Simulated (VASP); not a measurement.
InPd:

```
In Pd
1.0
     0.00000    2.74607    2.74607
     2.74607    0.00000    2.74607
     2.74607    2.74607    0.00000
In Pd
1 1
Direct
  0.00000 0.00000 0.00000
  0.50000 0.50000 0.50000
```

* Program: VASP 6.6.1
* Task: relaxation of cell and atoms
* Functional: PBE-based screened hybrid with 25 % exact exchange
* Potentials or basis: VASP PAW PBE potentials, release 64 (In_d, Pd)
* Cutoff: 600 eV
* k mesh: 4 × 4 × 4
* Occupations: fermi-dirac, width 0.05 eV
* Spin: no spin polarisation

At the start: pressure -3.4 GPa; volume 20.71 Å³/atom.

Question: How do energy, volume and symmetry change on relaxing?

Answer: Over 3 steps the energy falls by 8.0 meV/atom and the volume is 19.97 Å³/atom (-3.6 %); space group Fm-3m (No. 225, to 0.1 Å) before and after.

The path:
```tsv
step	energy change (eV)	largest force (eV/Å)	pressure (GPa)	volume (Å³)
1	0.0000	0.0000	-3.39	41.42
2	-0.0065	0.0000	2.91	38.85
3	-0.0161	0.0000	0.01	39.94
```

Final structure:
```
In Pd
1.0
     0.00000    2.71303    2.71303
     2.71303    0.00000    2.71303
     2.71303    2.71303    0.00000
In Pd
1 1
Direct
  0.00000 0.00000 0.00000
  0.50000 0.50000 0.50000
```

Caveat: the k points lie up to 0.50 Å⁻¹ apart in the final cell, too coarse for converged energies and pressures of a metal; the PAW data sets were made with another functional, which shifts forces and pressure a little.
